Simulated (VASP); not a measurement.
# MoS2 in VASP: further runs, part 2 of 2

VASP 6.6.1. Earlier steps stand in the parts before.

### Step 3. Single point, PBE

This run uses another cell than the first one, of 16.07 Å³/atom, 1.060 times its volume.

INCAR reads:

```
SYSTEM = MoS2
PREC = Accurate
ENCUT = 500
EDIFF = 1E-6
ISMEAR = 0
SIGMA = 0.01
LREAL = .False.
LASPH = .True.
NELM = 120
ALGO = Normal
ISIF = 2
LWAVE = .False.
LCHARG = .False.
GGA = PE
NBANDS = 20
GGA_COMPAT = .False.
```

KPOINTS reads:

```
Automatic mesh
0
Gamma
  1 1 1
  0.5 0.5 0.5
```

POSCAR reads:

```
MoS2
1.0
    1.5312841100      0.8840879300      5.9345351000
   -1.5312841100      0.8840879300      5.9345351000
    0.0000000000     -1.7681748300      5.9345351000
Mo S
1 2
Direct
    0.0044212452      0.0044212452      0.0044212452
    0.2477000000      0.2477000000      0.2477000000
    0.4190000000      0.4190000000      0.4190000000
```

Potentials or basis: VASP PAW PBE potentials, release 64 (Mo_sv, S).

Command:

```console
$ cat potpaw_PBE.64/Mo_sv/POTCAR potpaw_PBE.64/S/POTCAR > POTCAR
$ mpirun -np 1 vasp_std > vasp.out
```

It took 8.7 s on 1 thread of Intel Xeon 6975P-C (Granite Rapids), shared host; peak memory 0.3 GiB.

It converged, with:

| Item | Value |
| --- | --- |
| Free energy | -11.9715 eV |
| Pressure | 51.1 GPa |
| Largest force | 5.177 eV/Å |
| Band gap on the k mesh | 1.52 eV |

Forces on the atoms (eV/Å):
```
Mo   0.000  0.000 -1.924
S    0.000  0.000  5.177
S    0.000  0.000 -3.253
```

Stress tensor (GPa, compression positive):
```
72.53  0.00  0.00
 0.00 72.53  0.00
 0.00  0.00  8.16
```

Levels at points of the mesh, in eV from the valence-band top:
| k point | band 11 | band 12 | band 13 | band 14 | band 15 | band 16 |
| --- | --- | --- | --- | --- | --- | --- |
| (0.50, 0.50, 0.50) | -2.54 | -2.54 | 0.00 | 1.52 | 1.52 | 2.26 |

Caveat: the k points lie up to 2.40 Å⁻¹ apart; forces of over 1 eV/Å act on the atoms, so gaps and moduli don't describe the material at rest.

### Step 4. Single point, PBE

This run uses another cell than the first one, of 14.25 Å³/atom, 0.940 times its volume.

INCAR reads:

```
SYSTEM = MoS2
  PREC = Accurate
  ENCUT = 500
  EDIFF = 1E-6
  ISMEAR = 0
  SIGMA = 0.01
  LREAL = .FALSE.
  LASPH = .TRUE.
  NELM = 120
  ALGO = Normal
  ISIF = 2
  LWAVE = .FALSE.
  LCHARG = .FALSE.
  GGA = PE
  NBANDS = 20
  GGA_COMPAT = .FALSE.
```

KPOINTS is that of step 3.

POSCAR reads:

```
MoS2
1.0
    1.4711708300      0.8493814800      5.7015643800
   -1.4711708300      0.8493814800      5.7015643800
    0.0000000000     -1.6987619900      5.7015643800
Mo S
1 2
Direct
    0.0044212452      0.0044212452      0.0044212452
    0.2477000000      0.2477000000      0.2477000000
    0.4577030700      0.3814080200      0.3910374900
```

Potentials or basis: VASP PAW PBE potentials, release 64 (Mo_sv, S).

Command:

```console
$ cat potpaw_PBE.64/Mo_sv/POTCAR potpaw_PBE.64/S/POTCAR > POTCAR
$ mpirun -np 1 vasp_std > vasp.out
```

OUTCAR:

```text
SYSTEM = MoS2
   PREC = Accurate
   ENCUT = 500
   EDIFF = 1E-6
   ISMEAR = 0
   LREAL = .FALSE.
   LASPH = .TRUE.
   NELM = 120
   ISIF = 2
   GGA = PE

 ion  position               nearest neighbor table
   1  0.004  0.004  0.004-   3 2.00   3 2.14   3 2.16   2 2.29   2 2.29   2 2.29
   2  0.248  0.248  0.248-   1 2.29   1 2.29   1 2.29   3 2.78
   3  0.458  0.381  0.391-   1 2.00   1 2.14   1 2.16   2 2.78

  LATTYP: Found a trigonal (rhomboedric) cell.
 ALAT       =     5.9492544818
 COS(alpha) =     0.8776986275

  Lattice vectors:

[... 189 lines left out ...]
  FORCE on cell =-STRESS in cart. coord.  units (eV):
  Direction    XX          YY          ZZ          XY          YZ          ZX
  --------------------------------------------------------------------------------------
  -------------------------------------------------------------------------------------
  Total       34.1586409     32.7078721     14.9066545      1.5401883     -1.8083792     -3.7474686
  in kB     1280.2658312   1225.8910193    558.7013986     57.7262550    -67.7780494   -140.4551196
  external PRESSURE =    1021.6194164 kB  Pullay stress =       0.0000000 kB

 VOLUME and BASIS-vectors are now :
 -----------------------------------------------------------------------------
  energy-cutoff  :      500.00
  volume of cell :       42.75
      direct lattice vectors                 reciprocal lattice vectors
     1.471170830  0.849381480  5.701564380     0.339865357  0.196221290  0.058463476
    -1.471170830  0.849381480  5.701564380    -0.339865357  0.196221290  0.058463476
     0.000000000 -1.698761990  5.701564380     0.000000000 -0.392442581  0.058463509

 POSITION                                       TOTAL-FORCE (eV/Angst)
 -----------------------------------------------------------------------------------
      0.00000      0.00000      0.07562         4.404755      2.011346     -6.903072
      0.00000      0.00000      4.23683        -0.598951     -0.229712      4.042199
      0.11224      0.04845      7.01377        -3.805804     -1.781634      2.860873
 -----------------------------------------------------------------------------------
    total drift:                                0.000078      0.000001     -0.000272

  FREE ENERGIE OF THE ION-ELECTRON SYSTEM (eV)
  ---------------------------------------------------
  free  energy   TOTEN  =        -9.3519424057 eV

  energy  without entropy=       -9.3519424057  energy(sigma->0) =       -9.35194241
```

Wall time 11 s (1 thread of Intel Xeon 6975P-C (Granite Rapids), shared host); peak memory 0.29 GiB.

What came out:

| Item | Value |
| --- | --- |
| Free energy | -9.3519 eV |
| Pressure | 102.2 GPa |
| Largest force | 8.432 eV/Å |
| Band gap on the k mesh | 0.65 eV |

Forces on the atoms (eV/Å):
```
Mo   4.405  2.011 -6.903
S   -0.599 -0.230  4.042
S   -3.806 -1.782  2.861
```

Levels at points of the mesh, in eV from the valence-band top:
```tsv
k point	band 11	band 12	band 13	band 14	band 15	band 16
(0.50, 0.50, 0.50)	-3.84	-3.31	0.00	0.65	0.80	2.44
```

Caveat: the k points lie up to 2.49 Å⁻¹ apart; forces of over 1 eV/Å act on the atoms, so gaps and moduli don't describe the material at rest. A k mesh can miss the band edges.

### Step 5. Single point, PBE

This run uses another cell than the first one, of 14.25 Å³/atom, 0.940 times its volume.

INCAR reads:

```
SYSTEM = MoS2
PREC = Accurate
ENCUT = 500
EDIFF = 1E-6
ISMEAR = 0
SIGMA = 0.01
LREAL = .False.
LASPH = .True.
NELM = 120
ALGO = Normal
ISIF = 2
LWAVE = .False.
LCHARG = .False.
GGA = PE
NBANDS = 20
GGA_COMPAT = .False.
```

KPOINTS is that of step 4.

Changes to POSCAR since step 4:

```diff
@@ -10,2 +10,2 @@
     0.2477000000      0.2477000000      0.2477000000
-    0.4577030700      0.3814080200      0.3910374900
+    0.4190000000      0.4190000000      0.4190000000
```

Command:

```console
$ cat potpaw_PBE.64/Mo_sv/POTCAR potpaw_PBE.64/S/POTCAR > POTCAR
$ mpirun -np 1 vasp_std > vasp.out
```

It took 10 s on 1 thread of Intel Xeon 6975P-C (Granite Rapids), shared host; peak memory 0.29 GiB.

The run converged. Its results:

| Property | Result |
| --- | --- |
| Free energy | -9.5619 eV |
| Pressure | 94.2 GPa |
| Largest force | 5.283 eV/Å |
| Band gap on the k mesh | 1.64 eV |

Forces in eV/Å, atoms in the order of the input:
```
Mo   0.000  0.000 -2.646
S    0.000  0.000  5.283
S    0.000  0.000 -2.637
```

Stress tensor (GPa, compression positive):
```
121.00   0.00   0.00
  0.00 121.00   0.00
  0.00   0.00  40.59
```

Levels at points of the mesh, in eV from the valence-band top:
| k point | band 9 | band 10 | band 11 | band 12 | band 13 | band 14 | band 15 | band 16 | band 17 | band 18 |
| --- | --- | --- | --- | --- | --- | --- | --- | --- | --- | --- |
| (0.50, 0.50, 0.50) | -4.23 | -4.23 | -2.77 | -2.77 | 0.00 | 1.64 | 1.64 | 2.52 | 2.52 | 5.78 |

Caveat: the k points lie up to 2.49 Å⁻¹ apart; forces of over 1 eV/Å act on the atoms, so gaps and moduli don't describe the material at rest. A hybrid or GW would open this gap; PBE tends to underestimate it.

### Step 6. Summary

| cell | k mesh | gap on the mesh (eV) | pressure (GPa) | largest force (eV/Å) |
| --- | --- | --- | --- | --- |
| a = 6.073 Å, angles 28.6°, 3 atoms | 2 × 2 × 2 | 1.50 | 40.0 | 5.33 |
| a = 6.192 Å, angles 28.6°, 3 atoms | 1 × 1 × 1, shifted | 1.52 | 51.1 | 5.18 |
| a = 5.949 Å, angles 28.6°, 3 atoms | 1 × 1 × 1, shifted | 1.64 | 94.2 | 5.28 |

Some of these runs hold the atoms at other places in the same cell, which the table doesn't show; runs alike in all that it shows share one row.

Alike in all rows: task single point; level PBE; potentials or basis VASP PAW PBE potentials, release 64 (Mo_sv, S); no spin polarisation; cutoff (eV) 500; smearing gaussian 0.01 eV.

Caveats: all runs use coarse meshes; forces of over 1 eV/Å act on the atoms, so gaps and moduli don't describe the material at rest.

Absolute energies hang on the potentials; compare differences alone.
